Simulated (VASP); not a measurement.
Write the native input for VASP 6.6.1 that does the following.

| Quantity | Value |
| --- | --- |
| Task | single point |
| Functional | PBE |
| Potentials or basis | VASP PAW PBE potentials, release 64 (In_d, Sb) |
| Cutoff | 520 eV |
| k mesh | 12 × 12 × 12 |
| Occupations | gaussian, width 0.15 eV |
| Spin | no spin polarisation |
| Dipole correction | no |
| Further INCAR settings | ALGO = Normal; EDIFF = 1e-07; NBANDS = 16 |

The structure of InSb lies in POSCAR:

```
InSb
1.0
    0.0000000000      3.1905135000      3.2391000000
    3.1905135000      0.0000000000      3.2391000000
    3.1905135000      3.1905135000      0.0000000000
In Sb
1 1
Direct
    0.0000000000      0.0000000000      0.0000000000
    0.7500000000      0.7500000000      0.7500000000
```

This cell differs from its parent crystal: strain -0.015 along x and y, +0.000 along z.

One way to write it, as run:

INCAR

```
PREC     = Accurate       # precision mode
ENCUT    = 520            # plane-wave cutoff, eV
EDIFF    = 1E-7           # SCF threshold, eV
ISMEAR   = 0              # smearing method
SIGMA    = 0.15           # smearing width, eV
LREAL    = F              # projectors in reciprocal space
LASPH    = T              # aspherical terms in the spheres
NELM     = 80             # most SCF steps
ALGO     = Normal         # electronic algorithm
ISIF     = 2              # what is computed and relaxed
LWAVE    = F              # write WAVECAR
LCHARG   = F              # write CHGCAR
GGA      = PE             # functional
NBANDS   = 16             # bands
```

KPOINTS

```
regular mesh
0
Gamma
  12 12 12
```

Potentials or basis: VASP PAW PBE potentials, release 64 (In_d, Sb).

Command:

```bash
$ cat potpaw_PBE.64/In_d/POTCAR potpaw_PBE.64/Sb/POTCAR > POTCAR
$ mpirun -np 1 vasp_std > vasp.out
```

It gave:

- Pressure: 4.8 GPa
- Band gap on the k mesh: zero (filled and empty bands touch)

Caveat: the cell differs from its parent crystal (strain -0.015 along x and y, +0.000 along z); the cell stands under pressure; semilocal functionals underestimate gaps, and a narrow one can read as zero; spin-orbit coupling is left out, which moves the levels of the heavy elements.

Run time: 4.1 min on 1 thread of Intel Xeon 8259CL (shared host), peak memory 0.34 GiB.
